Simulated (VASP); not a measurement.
Set up this calculation in VASP 6.6.1, as the native input.

```
Task                   : relaxation of cell and atoms
Functional             : PBE
Potentials or basis    : VASP PAW PBE potentials, release 64 (Si, C)
Cutoff                 : 600 eV
k mesh                 : 12 × 12 × 12
Occupations            : gaussian, width 0.02 eV
Spin                   : no spin polarisation
Dipole correction      : no
Further INCAR settings : ALGO = Normal; EDIFF = 1e-06; IBRION = 2; EDIFFG = -0.01; NSW = 100; ISIF = 3
```

The structure of SiC lies in POSCAR:

```
SiC
1.0
    1.5494559126      0.8945787882      3.6118276604
   -1.5494559126      0.8945787882      3.6118276604
    0.0000000000     -1.7891575764      3.6118276604
Si C
1 1
Direct
    0.1652543701      0.1652543701      0.1652543701
    0.8348043715      0.8348043715      0.8348043715
```

One way to write it, as run:

INCAR

```
SYSTEM = SiC
  PREC = Accurate
  ENCUT = 600
  EDIFF = 1E-6
  ISMEAR = 0
  SIGMA = 0.02
  LREAL = .FALSE.
  LASPH = .TRUE.
  NELM = 80
  ALGO = Normal
  ISIF = 3
  LWAVE = .FALSE.
  LCHARG = .FALSE.
  GGA = PE
  IBRION = 2
  NSW = 100
  EDIFFG = -0.01
```

KPOINTS

```
regular mesh
0
G
  12 12 12
  0 0 0
```

Potentials or basis: VASP PAW PBE potentials, release 64 (Si, C).

Launch:

```sh
$ cat potpaw_PBE.64/Si/POTCAR potpaw_PBE.64/C/POTCAR > POTCAR
$ mpirun -np 1 vasp_std > vasp.out
```

It gave:

| Quantity | Value |
| --- | --- |
| Relaxed volume | 15.01 Å³/atom |
| Relaxed cell | a = 4.030 Å, b = 4.030 Å, c = 4.030 Å, α = 45.20°, β = 45.20°, γ = 45.20° |
| Space group after relaxing (to 0.05 Å) | R3m (No. 160) |
| Energy gained by relaxing | 0.0 meV/atom |
| Ionic steps | 3 |
| Pressure after relaxing | 0.0 GPa |
| Band gap on the k mesh | 1.75 eV, indirect (least direct gap 2.67 eV) |

Run time: 2.6 min on 1 thread of AMD EPYC 7R13 (shared host), peak memory 0.19 GiB.
